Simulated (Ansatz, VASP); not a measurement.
# P in VASP and in Ansatz

```xyz
2
Lattice="1.7257 0.9963 3.1297 -1.7257 0.9963 3.1297 0.0000 -1.9927 3.1297" Properties=species:S:1:pos:R:3 pbc="T T T"
P     0.0000    0.0000    2.1321
P     0.0000    0.0000    7.2570
```

Alike in both runs: task single point; functional PBEsol; k mesh 6 × 6 × 6; occupations fermi-dirac, width 0.05 eV; no spin polarisation.

|  | VASP | Ansatz |
| --- | --- | --- |
| version | VASP 6.6.1 | Ansatz 0.2.0 |
| potentials or method | VASP PAW PBE potentials, release 64 (P) | plane waves, PAW |
| plane-wave cutoff (eV) | 520 | 420 |
| valence electrons in the cell | 10 | 10 |

Ansatz gave:

```
gap on the k mesh at the Fermi level (eV)                     : none
pressure (GPa)                                                : -2.0
traceless stress, the component that is largest in VASP (GPa) : -0.98
rms of the force components (eV/Å)                            : 0.041
```

Problem. Which values does VASP return?

Solution. gap on the k mesh at the Fermi level (eV): none; pressure (GPa): -2.0; traceless stress, the component that is largest in VASP (GPa): -0.77; rms of the force components (eV/Å): 0.026.

VASP's potentials were made for PBE, not for PBEsol. Atom by atom the forces differ by 0.015 eV/Å (rms over components). A gap of «none» marks a metal or a gap that the smearing closes. The functional is the same, so the differences come from potentials, cutoffs and numerics.

The k mesh is coarse, so the values compare programs but aren't converged.
